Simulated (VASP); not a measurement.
# Ge2Sb2O: single point with PBE

Crystal: Ge2Sb2O.

```xyz
5
Lattice="-2.0494 2.0494 7.1472 2.0494 -2.0494 7.1472 2.0494 2.0494 -7.1472" Properties=species:S:1:pos:R:3 pbc="T T T"
Ge    0.0000    0.0000    5.8767
Ge    0.0000    0.0000    8.4176
Sb    0.0000    2.0494    3.5736
Sb    2.0494    0.0000    3.5736
O     0.0000    0.0000    0.0000
```

The cell was generated, and may not be a known phase.

```json
{
 "Program": "VASP 6.6.1",
 "Task": "single point",
 "Functional": "PBE",
 "Potentials or basis": "VASP PAW PBE potentials, release 64 (Ge_d, Sb, O)",
 "Cutoff": "520 eV",
 "k mesh": "14 × 14 × 14",
 "Occupations": "gaussian, width 0.1 eV",
 "Spin": "no spin polarisation"
}
```

```
Pressure               : 0.0 GPa
Band gap on the k mesh : zero (bands 22 and 23 overlap by 1.39 eV)
```

Levels at points of the mesh, in eV from the Fermi level:
```tsv
k point	band 20	band 21	band 22	band 23	band 24	band 25
(0.00, 0.00, 0.00)	-0.84	-0.60	-0.19	1.41	1.41	1.41
(0.50, 0.00, 0.00)	-1.13	-0.67	-0.49	0.28	0.32	1.45
(0.50, 0.50, 0.00)	-2.29	-0.73	-0.72	-0.39	1.48	1.72
(0.50, 0.50, 0.50)	-1.07	-0.54	1.00	1.51	1.64	1.64
```

Run time: 2 h on 1 thread of Intel Xeon 8259CL (shared host), peak memory 1.1 GiB.

Caveat: spin-orbit coupling is left out, which moves the levels of the heavy elements.
